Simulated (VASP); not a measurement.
Here is a VASP 6.6.1 calculation.

INCAR

```
SYSTEM = Ag
PREC = Accurate
ENCUT = 520
EDIFF = 1E-7
ISMEAR = -1
SIGMA = 0.1
LREAL = .False.
LASPH = .True.
NELM = 60
ALGO = Normal
ISIF = 2
LWAVE = .False.
LCHARG = .False.
GGA = PE
NBANDS = 12
```

KPOINTS

```
Automatic mesh
0
Gamma
  13 13 13
  0 0 0
```

Contents of POSCAR:

```
Ag
1.0
    2.7883882832      0.0000000000      0.0000000000
    0.0000000000      2.7883882832      0.0000000000
    0.0000000000      0.0000000000      2.7883882832
Ag
1
Direct
    0.0000000000      0.0000000000      0.0000000000
```

Potentials or basis: VASP PAW PBE potentials, release 64 (Ag).

Launch:

```console
$ cat potpaw_PBE.64/Ag/POTCAR > POTCAR
$ mpirun -np 1 vasp_std > vasp.out
```

(1) Estimate the pressure.

## Answers

(1) -2.5 GPa.
